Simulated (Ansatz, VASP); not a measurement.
## AlSn: VASP beside Ansatz

```
CELL_PARAMETERS angstrom
4.16993 0.00000 0.00000
-2.08496 3.61126 0.00000
0.00000 0.00000 3.28465
ATOMIC_POSITIONS crystal
Sn 0.33333 0.66667 0.50000
Al 0.00000 0.00000 0.00000
```

Change from the starting cell: volume scaled by 0.98.

Alike in both runs: task single point; functional LDA; k mesh 7 × 7 × 8; occupations fermi-dirac, width 0.05 eV; no spin polarisation.

|  | VASP | Ansatz |
| --- | --- | --- |
| version | VASP 6.6.1 | Ansatz 0.2.0 |
| potentials or method | VASP PAW LDA potentials, release 64 (Sn_d, Al), cutoff 520 eV | all-electron LAPW, scalar-relativistic |

```csv
,VASP,Ansatz,Ansatz less VASP
gap on the k mesh at the Fermi level (eV),none,none,-
pressure (GPa),-2.1,-2.1,0.00
"traceless stress, the component that is largest in VASP (GPa)",0.15,0.15,+0.001
```

LDA's correlation is that of Perdew and Zunger in VASP and of Perdew and Wang (1992) in Ansatz. A gap of «none» marks a metal or a gap that the smearing closes. Ansatz ran all-electron here, and VASP with PAW potentials.
